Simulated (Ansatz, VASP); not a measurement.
**BaNb3 in VASP and in Ansatz**

```xyz
4
Lattice="4.4493 0.0000 0.0000 0.0000 4.4493 0.0000 0.0000 0.0000 4.4493" Properties=species:S:1:pos:R:3 pbc="T T T"
Ba    0.0000    0.0000    0.0000
Nb    0.0000    2.2247    2.2247
Nb    2.2247    0.0000    2.2247
Nb    2.2247    2.2247    0.0000
```

Alike in both runs: functional PBE; k mesh 10 × 10 × 10; occupations gaussian, width 0.1 eV; no spin polarisation.

Ansatz relaxed the structure, and its values are those at the end. VASP's run is a single point on that final structure, the one shown.

```csv
,VASP,Ansatz
version,VASP 6.6.1,Ansatz 0.2.0
potentials or method,"VASP PAW PBE potentials, release 64 (Ba_sv, Nb_sv), cutoff 520 eV","scalar-relativistic, plane waves, PAW"
valence electrons in the cell,49,49
```

|  | VASP | Ansatz | Ansatz less VASP |
| --- | --- | --- | --- |
| gap on the k mesh at the Fermi level (eV) | none | none | - |
| pressure (GPa) | 1.4 | 0.0 | -1.38 |

A gap of «none» marks a metal or a gap that the smearing closes.

Neither program's run includes spin-orbit coupling.
